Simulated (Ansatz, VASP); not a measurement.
Two plane-wave programs on LiCl

```
CELL_PARAMETERS angstrom
0.00000 2.56476 2.56476
2.65453 0.00000 2.56476
2.65453 2.56476 0.00000
ATOMIC_POSITIONS crystal
Li 0.00000 0.00000 0.00000
Cl 0.50000 0.50000 0.50000
```

Change from the starting cell: strain +0.0350 x Voigt [1, 0, 0, 0, 0, 0], atoms carried along.

Alike in both runs: task single point; functional r2SCAN; k mesh 8 × 8 × 8; occupations gaussian, width 0.05 eV; no spin polarisation.

|  | VASP | Ansatz |
| --- | --- | --- |
| version | VASP 6.6.1 | Ansatz 0.2.0 |
| potentials or method | VASP PAW PBE potentials, release 64 (Li_sv, Cl), cutoff 520 eV | scalar-relativistic, plane waves, PAW |
| valence electrons in the cell | 10 | 10 |

VASP gave:

* gap on the k mesh at the Fermi level (eV): 7.03
* least direct gap on the mesh (eV): 7.03

Estimate Ansatz's values.

gap on the k mesh at the Fermi level (eV): 6.97; least direct gap on the mesh (eV): 6.97.

VASP's potentials were made for PBE, not for r2SCAN.

Noted on VASP's run: the cutoff is short for stress, so the pressure is rough.
